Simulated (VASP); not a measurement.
**Ta2F: single point with PBE**

Crystal: Ta2F.

```
CELL_PARAMETERS angstrom
3.24228 0.00000 0.00000
0.00000 3.24228 0.00000
0.00000 0.00000 11.41065
ATOMIC_POSITIONS crystal
Ta 0.50000 0.00000 0.77624
Ta 0.00000 0.50000 0.92668
Ta 0.00000 0.50000 0.22376
Ta 0.50000 0.00000 0.07332
F 0.00000 0.50000 0.38767
F 0.50000 0.00000 0.61233
```

```
Program             : VASP 6.6.1
Task                : single point
Functional          : PBE
Potentials or basis : VASP PAW PBE potentials, release 64 (Ta_pv, F)
Cutoff              : 520 eV
k mesh              : 10 × 10 × 4
Occupations         : gaussian, width 0.1 eV
Spin                : no spin polarisation
```

```
Pressure               : 0.3 GPa
Largest force          : 0.219 eV/Å
Band gap on the k mesh : zero (band 29 reaches 3.09 eV, above the bottom of band 30 at 1.61 eV)
```

Forces in eV/Å, atoms in the order of the input:
```
Ta   0.000  0.000  0.216
Ta   0.000  0.000 -0.011
Ta   0.000  0.000 -0.216
Ta   0.000  0.000  0.011
F    0.000  0.000  0.219
F    0.000  0.000 -0.219
```

Stress tensor (GPa, compression positive):
```
-0.07  0.00  0.00
 0.00 -0.07  0.00
 0.00  0.00  1.03
```

Levels at points of the mesh, in eV from the Fermi level:
```tsv
k point	band 25	band 26	band 27	band 28	band 29	band 30	band 31	band 32	band 33	band 34
(0.00, 0.00, 0.00)	-3.36	-2.44	-0.40	0.56	0.56	1.07	1.07	1.25	2.13	2.21
(0.50, 0.00, 0.00)	-0.95	-0.95	-0.59	-0.59	0.47	0.47	0.88	0.88	1.36	1.36
(0.50, 0.50, 0.00)	-1.95	-1.95	-1.44	-1.44	0.10	0.10	3.33	3.33	3.83	3.83
(0.00, 0.00, 0.50)	-3.38	-2.44	-0.40	0.56	0.56	1.06	1.06	1.25	2.13	2.21
(0.50, 0.00, 0.50)	-0.95	-0.95	-0.60	-0.60	0.47	0.47	0.87	0.87	1.37	1.37
(0.50, 0.50, 0.50)	-1.95	-1.95	-1.45	-1.45	0.11	0.11	3.31	3.31	3.85	3.85
```

Run time: 2.5 min on 1 thread of Intel(R) Xeon(R) Platinum 8375C CPU @ 2.90GHz (Ice Lake), with other jobs on the host, peak memory 0.36 GiB.

Caveat: spin-orbit coupling is left out, which moves the levels of the heavy elements.
